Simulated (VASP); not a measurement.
Here is a VASP 6.6.1 calculation.

INCAR

```
ALGO     = Normal         # electronic algorithm
EDIFF    = 1E-6           # SCF threshold, eV
ENCUT    = 520            # plane-wave cutoff, eV
GGA      = PE             # functional
ISIF     = 2              # what is computed and relaxed
ISMEAR   = 0              # smearing method
LASPH    = T              # aspherical terms in the spheres
LCHARG   = T              # write CHGCAR
LELF     = T              # ELF
LREAL    = Auto         
LVHAR    = T            
LWAVE    = F              # write WAVECAR
NBANDS   = 46             # bands
NELM     = 80             # most SCF steps
PREC     = Accurate       # precision mode
SIGMA    = 0.2            # smearing width, eV
```

Contents of KPOINTS:

```
k-points
0
Gamma
  3 3 3
```

POSCAR

```
Al3BP4
1.0
    7.4348637193      0.0000000000      0.0000000000
    0.0000000000      6.4271672630      0.0000000000
    0.0000000000      0.0000000000      6.1183849586
Al B P
6 2 8
Direct
    0.5000000000      0.8465765176     -0.0022780729
    0.7476523033      0.6730162291      0.4990034384
    0.2523476967      0.6730162291      0.4990034384
    0.0000000000      0.1534234824      0.4977219271
    0.2476523033      0.3269837709     -0.0009965616
    0.7523476967      0.3269837709     -0.0009965616
    0.0000000000      0.8288849606     -0.0017041943
    0.5000000000      0.1711150394      0.4982958057
    0.0000000000      0.8213168364      0.3276568034
    0.2209926734      0.6809097915      0.8878084452
    0.7790073266      0.6809097915      0.8878084452
    0.5000000000      0.8784597206      0.3877016965
    0.5000000000      0.1786831636      0.8276568034
    0.7209926734      0.3190902085      0.3878084452
    0.2790073266      0.3190902085      0.3878084452
    0.0000000000      0.1215402794      0.8877016965
```

Potentials or basis: VASP PAW PBE potentials, release 64 (Al, B, P).

Command:

```bash
$ cat potpaw_PBE.64/Al/POTCAR potpaw_PBE.64/B/POTCAR potpaw_PBE.64/P/POTCAR > POTCAR
$ mpirun -np 1 vasp_std > vasp.out
```

(1) What does it give for the pressure?

(2) What does it give for the largest force?

(3) What does it give for the band gap on the k mesh?

## Answers

(1) 0.0 GPa.

(2) 0.014 eV/Å.

(3) 1.40 eV.

Caveat: an odd mesh through Γ misses points on the zone boundary, where band edges can lie.
